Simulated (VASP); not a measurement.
# RuAu: single point with r2SCAN

Crystal: RuAu.

```
CELL_PARAMETERS angstrom
3.16481 0.00000 0.00000
0.00000 3.16481 0.00000
0.00000 0.00000 3.16481
ATOMIC_POSITIONS crystal
Ru 0.00000 0.00000 0.00000
Au 0.50000 0.50000 0.50000
```

| Quantity | Value |
| --- | --- |
| Program | VASP 6.6.1 |
| Task | single point |
| Functional | r2SCAN |
| Potentials or basis | VASP PAW PBE potentials, release 64 (Ru_pv, Au) |
| Cutoff | 550 eV |
| k mesh | 5 × 5 × 5 |
| Occupations | fermi-dirac, width 0.05 eV |
| Spin | no spin polarisation |
| Dipole correction | no |
| Further INCAR settings | ALGO = Normal; EDIFF = 1e-06; NBANDS = 20 |

* Pressure: -5.0 GPa

Levels at points of the mesh, in eV from the Fermi level:
| k point | band 8 | band 9 | band 10 | band 11 | band 12 | band 13 | band 14 | band 15 | band 16 | band 17 |
| --- | --- | --- | --- | --- | --- | --- | --- | --- | --- | --- |
| (0.00, 0.00, 0.00) | -4.41 | -4.41 | -1.16 | -1.16 | 0.62 | 0.62 | 0.62 | 8.13 | 8.13 | 8.13 |

Run time: 16 s on 1 thread of Intel(R) Xeon(R) Platinum 8559C (Emerald Rapids), with other jobs on the host, peak memory 0.14 GiB.

Caveat: the k points lie up to 0.40 Å⁻¹ apart; the PAW data sets were made with another functional, which shifts forces and pressure a little; spin-orbit coupling is left out, which moves the levels of the heavy elements.
